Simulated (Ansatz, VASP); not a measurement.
**SnO2 in VASP and in Ansatz**

File INCAR:

```
SYSTEM = SnO2
  PREC = Accurate
  ENCUT = 520
  EDIFF = 1E-6
  ISMEAR = 0
  SIGMA = 0.05
  LREAL = .False.
  LASPH = .True.
  NELM = 80
  ALGO = Normal
  ISIF = 2
  LWAVE = .False.
  LCHARG = .True.
  GGA = PE
  IVDW = 12
  LELF = .True.
  LVHAR = .True.
  NBANDS = 35
```

File KPOINTS:

```
regular mesh
0
Gamma
  12 12 4
  0 0 0
```

File POSCAR:

```
SnO2
1.0
    3.1879722499      0.0000000000      0.0000000000
   -1.5939861249      2.7608649550      0.0000000000
    0.0000000000      0.0000000000      9.8552974134
Sn O
2 4
Direct
    0.0000000000      0.0000000000      0.5000000000
    0.0000000000      0.0000000000      0.0000000000
    0.6666666667      0.3333333333      0.4017901367
    0.6666666667      0.3333333333      0.0982098633
    0.3333333333      0.6666666667      0.5982098633
    0.3333333333      0.6666666667      0.9017901367
```

Input for Ansatz:

```yaml
crystal:
  lattice:
    - [3.1879722499, 0.0, 0.0]
    - [-1.5939861249, 2.760864955, 0.0]
    - [0.0, 0.0, 9.8552974134]
  atoms:
    - { symbol: Sn, position: [0.0, 0.0, 0.5] }
    - { symbol: Sn, position: [0.0, 0.0, 0.0] }
    - { symbol: O, position: [0.6666666667, 0.3333333333, 0.4017901367] }
    - { symbol: O, position: [0.6666666667, 0.3333333333, 0.0982098633] }
    - { symbol: O, position: [0.3333333333, 0.6666666667, 0.5982098633] }
    - { symbol: O, position: [0.3333333333, 0.6666666667, 0.9017901367] }
basis:
  ecutwfc: 520.0
kpoints:
  mp_grid: { grid: [12, 12, 4] }
hamiltonian:
  xc: pbe
  dispersion: d3bj
scf:
  occupations: { method: gaussian, width: 0.05 }
output:
  forces: true
  stress: true
  eigenvalues: true
```

Alike in both runs: task single point; functional PBE; dispersion D3(BJ); k mesh 12 × 12 × 4; occupations gaussian, width 0.05 eV; no spin polarisation.

|  | VASP | Ansatz |
| --- | --- | --- |
| version | VASP 6.6.1 | Ansatz 0.2.0 |
| potentials or method | VASP PAW PBE potentials, release 64 (Sn_d, O), cutoff 520 eV | scalar-relativistic, plane waves, PAW |
| valence electrons in the cell | 52 | 52 |

|  | VASP | Ansatz | Ansatz less VASP |
| --- | --- | --- | --- |
| gap on the k mesh at the Fermi level (eV) | 2.12 | 2.15 | +0.025 |
| least direct gap on the mesh (eV) | 2.59 | 2.61 | +0.017 |
| pressure (GPa) | 7.7 | 7.1 | -0.67 |
| traceless stress, the component that is largest in VASP (GPa) | -0.74 | -0.31 | +0.430 |
| rms of the force components (eV/Å) | 0.393 | 0.366 | -0.0272 |

Atom by atom the forces differ by 0.027 eV/Å (rms over components).
